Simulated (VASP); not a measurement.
Here is a VASP 6.6.1 calculation.

The input INCAR:

```
  PREC = Accurate
  ENCUT = 520
  EDIFF = 1E-6
  ISMEAR = 0
  SIGMA = 0.1
  LREAL = F
  LASPH = T
  NELM = 150
  ALGO = Fast
  ISIF = 2
  LWAVE = F
  LCHARG = F
  ISPIN = 2
  MAGMOM = 2.44
  LORBIT = 11
  LMAXMIX = 4
  GGA = PE
  NBANDS = 14
```

Contents of KPOINTS:

```
regular mesh
0
Gamma
  20 20 20
```

POSCAR

```
Fe
1.0
   -1.4298084812      1.4298084812      1.4298084812
    1.4298084812     -1.4298084812      1.4298084812
    1.4298084812      1.4298084812     -1.4298084812
Fe
1
Direct
    0.0000000000      0.0000000000      0.0000000000
```

Potentials or basis: VASP PAW PBE potentials, release 64 (Fe).

Run with:

```bash
$ cat potpaw_PBE.64/Fe/POTCAR > POTCAR
$ mpirun -np 1 vasp_std > vasp.out
```

**Question.** Estimate the pressure.

**Answer.** -5.3 GPa.

**Question.** Predict the net moment.

**Answer.** 2.25 μB per cell.

**Question.** Predict the site moments.

**Answer.** Fe +2.25 μB.

Caveat: the cell stands under tension.
